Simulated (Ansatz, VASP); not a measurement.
**One calculation of CaSe, two programs**

Contents of POSCAR:

```
CaSe
1.0
    0.0000000000      2.9560000000      2.9560000000
    2.9560000000      0.0000000000      2.9560000000
    2.9560000000      2.9560000000      0.0000000000
Ca Se
1 1
Direct
    0.0000000000      0.0000000000      0.0000000000
    0.5000000000      0.5000000000      0.5000000000
```

Contents of INCAR.step1:

```
  ALGO = Normal
  EDIFF = 1E-4
  ENCUT = 600
  GGA = PE
  ISMEAR = -1
  LASPH = True
  LCHARG = False
  LREAL = False
  LWAVE = True
  NELM = 100
  PREC = Accurate
  SIGMA = 0.02
```

The input INCAR.step2:

```
  ALGO = Normal
  EDIFF = 1E-6
  EDIFFG = -0.01
  ENCUT = 600
  IBRION = 2
  ISIF = 3
  ISMEAR = -1
  ISTART = 1
  LASPH = True
  LCHARG = False
  LMIXTAU = True
  LREAL = False
  LWAVE = False
  METAGGA = R2SCAN
  NELM = 100
  NSW = 80
  PREC = Accurate
  SIGMA = 0.02
```

KPOINTS

```
k-points
0
Gamma
  8 8 8
```

Input for Ansatz:

```yaml
crystal:
  lattice:
    - [0.0, 2.956, 2.956]
    - [2.956, 0.0, 2.956]
    - [2.956, 2.956, 0.0]
  atoms:
    - { symbol: Ca, position: [0.0, 0.0, 0.0] }
    - { symbol: Se, position: [0.5, 0.5, 0.5] }
  symmetry: { tolerance: 0.0003 }
hamiltonian:
  xc: r2scan
  pseudopotentials: { kind: paw, azcp: { folder: soft_1 } }
basis:
  ecutwfc: 500
magnetization:
  spin_polarized: false
scf:
  occupations: { method: fermi_dirac, width: 0.02 }
kpoints:
  mp_grid: { grid: [8, 8, 8], shift: [0, 0, 0] }
output:
  forces: true
  stress: true
  eigenvalues: true
relax:
  max_steps: 60
  cell: {}
```

Alike in both runs: task relaxation of cell and atoms; functional r2SCAN; k mesh 8 × 8 × 8; occupations fermi-dirac, width 0.02 eV; no spin polarisation.

|  | VASP | Ansatz |
| --- | --- | --- |
| version | VASP 6.6.1 | Ansatz 0.2.0 |
| potentials or method | VASP PAW PBE potentials, release 64 (Ca_sv, Se), cutoff 600 eV | PAW plane waves |
| valence electrons in the cell | 16 | 26 |

```csv
,VASP,Ansatz,Ansatz less VASP
"gap on the k mesh at the Fermi level, each at its own relaxed structure (eV)",2.53,2.52,-0.011
relaxed volume (Å³/atom),26.25,26.12,-0.124
relaxed length of the cell vector where the two differ most in proportion (Å),4.203,4.196,-0.0066
```

VASP's potentials were made for PBE, not for r2SCAN. VASP's potentials hold 16 valence electrons a cell and Ansatz's 26, so a difference there can come from the potentials and not from the codes.
